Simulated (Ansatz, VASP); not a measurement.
Two plane-wave programs on C

```
C
1.0
     2.51800    0.00000    0.00000
    -1.25900    2.18065    0.00000
     0.00000    0.00000   26.00242
C
2
Direct
  0.66667 0.33333 0.51098
  0.33333 0.66667 0.48902
```

Alike in both runs: task single point; functional PBE; dispersion D3(BJ); k mesh 21 × 21 × 1; occupations gaussian, width 0.1 eV; no spin polarisation.

```csv
,VASP,Ansatz
version,VASP 6.6.1,Ansatz 0.2.0
potentials or method,"VASP PAW PBE potentials, release 64 (C), cutoff 520 eV","scalar-relativistic, plane waves, PAW"
valence electrons in the cell,8,8
```

Ansatz gave:

* gap on the k mesh at the Fermi level (eV): none
* rms of the force components (eV/Å): 5.504
* work function, face that differs most (eV): 5.06

Problem. Which values does VASP return?

Solution. gap on the k mesh at the Fermi level (eV): none; rms of the force components (eV/Å): 5.487; work function, face that differs most (eV): 5.06.

Atom by atom the forces differ by 0.017 eV/Å (rms over components). A gap of «none» marks a metal or a gap that the smearing closes.
